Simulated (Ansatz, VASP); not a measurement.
## LiBr: VASP beside Ansatz

```
CELL_PARAMETERS angstrom
0.00000 2.73957 2.73957
2.73957 0.00000 2.73957
2.73957 2.73957 0.00000
ATOMIC_POSITIONS crystal
Li 0.00000 0.00000 0.00000
Br 0.50000 0.50000 0.50000
```

Alike in both runs: task single point; functional r2SCAN; k mesh 6 × 6 × 6; no spin polarisation.

|  | VASP | Ansatz |
| --- | --- | --- |
| version | VASP 6.6.1 | Ansatz 0.2.0 |
| potentials or method | VASP PAW PBE potentials, release 64 (Li_sv, Br) | plane waves, PAW |
| plane-wave cutoff (eV) | 830 | 500 |
| occupations | gaussian, width 0.01 eV | fixed |
| valence electrons in the cell | 10 | 10 |

Ansatz gave:

| Item | Value |
| --- | --- |
| gap on the k mesh at the Fermi level (eV) | 5.88 |
| pressure (GPa) | 0.0 |

**Question.** Which values does VASP return?

**Answer.** gap on the k mesh at the Fermi level (eV): 5.93; pressure (GPa): -0.4.

VASP's potentials were made for PBE, not for r2SCAN.
